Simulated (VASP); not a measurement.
Here is a VASP 6.6.1 calculation.

The input INCAR:

```
PREC = Accurate
ENCUT = 520
EDIFF = 1E-6
ISMEAR = 0
SIGMA = 0.05
LREAL = F
LASPH = T
NELM = 60
ALGO = Normal
ISIF = 2
LWAVE = F
LCHARG = F
GGA = PE
NBANDS = 19
```

File KPOINTS:

```
Automatic mesh
0
Gamma
  10 10 10
```

POSCAR

```
CeO2
1.0
    1.9316244551      1.1152238991      3.1555473298
   -1.9316244551      1.1152238991      3.1555473298
    0.0000000000     -2.2304477983      3.1555473297
Ce O
1 2
Direct
    0.0000000000      0.0000000000      0.0000000000
    0.2499945096      0.2499945096      0.2499945096
    0.7500054904      0.7500054904      0.7500054904
```

Potentials or basis: VASP PAW PBE potentials, release 64 (Ce, O).

Run with:

```bash
$ cat potpaw_PBE.64/Ce/POTCAR potpaw_PBE.64/O/POTCAR > POTCAR
$ mpirun -np 1 vasp_std > vasp.out
```

Q: Estimate the pressure.

A: 0.0 GPa.

Q: Predict the band gap on the k mesh.

A: 1.89 eV (least direct gap 1.95 eV).

Caveat: spin-orbit coupling is left out, which moves the levels of the heavy elements. A k mesh can miss the band edges.
